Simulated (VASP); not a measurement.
# H (I4/mmm) in VASP: further runs, part 3 of 3

VASP 6.6.1.

## Step 7: Relaxation of cell and atoms, r2SCAN, target pressure 3 GPa, at which the enthalpy is minimised

This run uses another cell than the first one, of 15.15 Å³/atom.

The input, POSCAR:

```
H
1.0
   -1.8078850967      1.8078850967      2.3183587226
    1.8078850967     -1.8078850967      2.3183587226
    1.8078850967      1.8078850967     -2.3183587226
H
2
Direct
    0.9207508993      0.9207508993      0.0000000000
    0.0792491007      0.0792491007      0.0000000000
```

The input, INCAR.step1:

```
SYSTEM = H
PREC     = Accurate       ! precision mode
ENCUT    = 600            ! plane-wave cutoff, eV
ISMEAR   = 0              ! smearing method
SIGMA    = 0.02           ! smearing width, eV
LREAL    = .FALSE.        ! projectors in reciprocal space
LASPH    = .TRUE.         ! aspherical terms in the spheres
NELM     = 60             ! most SCF steps
GGA      = PE             ! functional
ALGO     = Normal         ! electronic algorithm
EDIFF    = 1E-4           ! SCF threshold, eV
LWAVE    = .TRUE.         ! write WAVECAR
LCHARG   = .FALSE.        ! write CHGCAR
```

The input, INCAR.step2:

```
SYSTEM = H
PREC     = Accurate       ! precision mode
ENCUT    = 600            ! plane-wave cutoff, eV
EDIFF    = 1E-6           ! SCF threshold, eV
ISMEAR   = 0              ! smearing method
SIGMA    = 0.02           ! smearing width, eV
LREAL    = .FALSE.        ! projectors in reciprocal space
LASPH    = .TRUE.         ! aspherical terms in the spheres
NELM     = 60             ! most SCF steps
ALGO     = Normal         ! electronic algorithm
ISIF     = 3              ! what is computed and relaxed
LWAVE    = .FALSE.        ! write WAVECAR
LCHARG   = .FALSE.        ! write CHGCAR
METAGGA  = R2SCAN         ! meta-GGA
LMIXTAU  = .TRUE.       
IBRION   = 2              ! ionic algorithm
NSW      = 70             ! ionic steps
EDIFFG   = -0.008         ! ionic threshold
PSTRESS  = 30.0         
ISTART   = 1
```

The input, KPOINTS:

```
Automatic mesh
0
G
  10 10 10
  0 0 0
```

Potentials or basis: VASP PAW PBE potentials, release 64 (H).

Started as:

```
> cat potpaw_PBE.64/H/POTCAR > POTCAR
> cp INCAR.step1 INCAR
> mpirun -np 1 vasp_std > vasp.out
> cp INCAR.step2 INCAR
> mpirun -np 1 vasp_std > vasp.out
```

OUTCAR:

```text
SYSTEM = H
   PREC = Accurate
   ENCUT = 600
   EDIFF = 1E-6
   ISMEAR = 0
   LREAL = .FALSE.
   LASPH = .TRUE.
   NELM = 60
   ISIF = 3
   METAGGA = R2SCAN
   IBRION = 2
   NSW = 70
   EDIFFG = -0.008
   PSTRESS = 30.0
   ISTART = 1

 ion  position               nearest neighbor table
   1  0.921  0.921  0.000-   2 0.73
   2  0.079  0.079  0.000-   1 0.73

  LATTYP: Found a body centered tetragonal cell.
 ALAT       =     3.6157701934
 C/A-ratio  =     1.2823595520

  Lattice vectors:

 A1 = (  -1.8078850967,   1.8078850967,   2.3183587226)
 A2 = (   1.8078850967,  -1.8078850967,   2.3183587226)
 A3 = (   1.8078850967,   1.8078850967,  -2.3183587226)

Analysis of symmetry for initial positions (statically):
=====================================================================
 Subroutine PRICEL returns:
 Original cell was already a primitive cell.

 Routine SETGRP: Setting up the symmetry group for a
 body centered tetragonal supercell.

 Subroutine GETGRP returns: Found 16 space group operations
 (whereof 16 operations were pure point group operations)
 out of a pool of 16 trial point group operations.

[... 271 lines left out ...]
  energy  without entropy=       -6.8927455530  energy(sigma->0) =       -6.89274555

  enthalpy is  TOTEN    =        -6.3678553913 eV   P V=        0.5248901617

[... ionic steps 4 to 16 ...]

--------------------------------------- Ionic step       17  -------------------------------------------

 number of electron       2.0000000 magnetization

------------------------ aborting loop because EDIFF is reached ----------------------------------------
[... 71 lines left out ...]
--------------------------------------- Ionic step       19  -------------------------------------------

 number of electron       2.0000000 magnetization

 Free energy of the ion-electron system (eV)
  ---------------------------------------------------
  ext. energy  EPLUGINS =         0.00000000
  ---------------------------------------------------
  free energy    TOTEN  =        -6.84492243 eV

  energy without entropy =       -6.84492243  energy(sigma->0) =       -6.84492243

 E-fermi :  -6.7010     XC(G=0):  -7.1551

 val. band max:       -6.8091139866   @ k =   0.5000   0.5000   0.5000
 cond. band min:       1.6822926470   @ k =   0.5000  -0.0000   0.0000
 fundamental gap:      8.4914066337
 Fermi energy:        -6.7010246100

 k-point     1 :       0.0000    0.0000    0.0000
  band No.  band energies     occupation
      1     -11.9300      2.00000
      2      12.1009      0.00000
      3      14.3677      0.00000
      4      23.2918      0.00000
      5      23.2918      0.00000
[... 177 lines left out ...]
 k-point    24 :       0.4000    0.3000    0.0000
  band No.  band energies     occupation
      1      -7.7543      2.00000
      2       3.9453      0.00000
      3       7.2475      0.00000
      4      14.1590      0.00000
      5      16.3716      0.00000

 [... further k-points ...]

------------------------ aborting loop because EDIFF is reached ----------------------------------------

  FORCE on cell =-STRESS in cart. coord.  units (eV):
  Direction    XX          YY          ZZ          XY          YZ          ZX
  --------------------------------------------------------------------------------------
  -------------------------------------------------------------------------------------
  Total        0.2583257      0.2583257      0.2787029      0.0000000     -0.0000000      0.0000000
  in kB       29.2726492     29.2726492     31.5817357      0.0000000     -0.0000000      0.0000000
  external PRESSURE =       0.0423447 kB  Pullay stress =      30.0000000 kB
[... 21 lines left out ...]
  energy  without entropy=       -6.8449224336  energy(sigma->0) =       -6.84492243

  enthalpy is  TOTEN    =        -6.5801780486 eV   P V=        0.2647443850

 reached required accuracy - stopping structural energy minimisation
```

It took 7 min on 1 thread of Intel Xeon 6975P-C (Granite Rapids), shared host; peak memory 0.16 GiB.

What came out:

- Free energy: -6.8449 eV
- Relaxed volume: 7.07 Å³/atom
- Relaxed cell: a = 2.689 Å, b = 2.689 Å, c = 2.689 Å, α = 117.97°, β = 117.97°, γ = 93.55°
- Space group after relaxing (to 0.1 Å): I4/mmm (No. 139)
- Energy change on relaxing (the run minimises the enthalpy): +31.1 meV/atom
- Ionic steps: 19
- Pressure after relaxing: 3.0 GPa
- Band gap on the k mesh: 8.49 eV (least direct gap 9.37 eV)

Forces in eV/Å, atoms in the order of the input:
```
H    0.000  0.000 -0.003
H    0.000  0.000  0.003
```

Stress tensor (GPa, compression positive):
```
2.93 0.00 0.00
0.00 2.93 0.00
0.00 0.00 3.16
```

The path:
```csv
step,energy change (eV),largest force (eV/Å),pressure (GPa),volume (Å³)
1,0.0000,0.2572,0.31,30.31
2,0.0011,0.3785,-0.53,29.21
3,0.0143,0.9847,-1.43,28.03
4,0.0137,0.9658,-1.40,27.80
5,0.0121,0.9079,-1.33,27.10
6,0.0093,0.7860,-1.16,25.74
7,0.0062,0.5160,-0.67,23.15
8,0.0163,0.1417,1.15,18.51
9,0.1994,2.0868,13.96,11.17
10,0.0555,1.0292,4.54,15.40
11,0.0601,0.4175,3.87,14.38
12,0.0711,0.0282,3.50,13.69
13,0.0684,0.1056,3.57,13.83
14,0.0661,0.0798,3.39,13.94
15,0.0619,0.0301,3.06,14.15
16,0.0618,0.0281,3.06,14.16
17,0.0615,0.0245,3.02,14.18
18,0.0616,0.0268,3.04,14.17
19,0.0621,0.0027,3.00,14.14
```

Final structure:
```
H
1.0
    -1.38544    1.38544    1.84155
     1.38544   -1.38544    1.84155
     1.38544    1.38544   -1.84155
H
2
Cartesian
  0.0000 0.0000 3.3134
  0.0000 0.0000 0.3697
```

Levels at points of the mesh, in eV from the valence-band top:
| k point | band 1 | band 2 | band 3 | band 4 | band 5 |
| --- | --- | --- | --- | --- | --- |
| (0.00, 0.00, 0.00) | -5.12 | 18.91 | 21.18 | 30.10 | 30.10 |
| (0.50, 0.00, 0.00) | -1.71 | 8.49 | 22.07 | 23.10 | 26.33 |
| (0.50, 0.50, 0.00) | -0.98 | 11.53 | 16.01 | 19.49 | 22.29 |
| (0.50, 0.50, 0.50) | 0.00 | 9.37 | 17.75 | 20.18 | 20.18 |

Caveat: the cell is relaxed towards a set pressure, so the run minimises the enthalpy, not the energy; the volume moved by over 15 % at a fixed basis, so the end points are rough; the PAW data sets were made with another functional, which shifts forces and pressure a little. A k mesh can miss the band edges.

## Step 8: Overview

| task | cell | k mesh | cutoff (eV) | gap on the mesh (eV) | pressure (GPa) |
| --- | --- | --- | --- | --- | --- |
| single point | a = 2.343 Å, angles 119.7, 119.7, 90.5°, 2 atoms, atomic positions A | 14 × 14 × 14 | 520 | 7.14 | 14.6 |
| relaxation of cell and atoms | relaxed to 60 GPa from a = 2.122 Å, angles 120.0, 120.0, 90.0°, 2 atoms, atomic positions B | 14 × 14 × 14 | 600 | 4.71 | 59.7 |
| relaxation of cell and atoms | relaxed to 30 GPa from a = 2.281 Å, angles 119.7, 119.7, 90.5°, 2 atoms, atomic positions A | 14 × 14 × 14 | 600 | 6.11 | 30.1 |
| relaxation of cell and atoms | relaxed to 8 GPa from a = 2.634 Å, angles 119.2, 119.2, 91.4°, 2 atoms, atomic positions C | 12 × 12 × 12 | 600 | 7.85 | 8.0 |
| relaxation of cell and atoms | relaxed to 15 GPa from a = 2.423 Å, angles 119.5, 119.5, 90.9°, 2 atoms, atomic positions D | 14 × 14 × 14 | 600 | 7.13 | 14.9 |
| relaxation of cell and atoms | relaxed to 3 GPa from a = 3.451 Å, angles 116.8, 116.8, 95.6°, 2 atoms, atomic positions E | 10 × 10 × 10 | 600 | 8.49 | 3.0 |

Alike in all rows: level r2SCAN; potentials or basis VASP PAW PBE potentials, release 64 (H); no spin polarisation; smearing gaussian 0.02 eV.

Caveats: the PAW data sets were made with another functional, which shifts forces and pressure a little; the cell is relaxed towards a set pressure, so the run minimises the enthalpy, not the energy (at least some runs); the volume moved by over 15 % at a fixed basis, so the end points are rough (at least some runs); the cell stands under pressure (at least some runs).

Absolute energies hang on the potentials; compare differences alone.
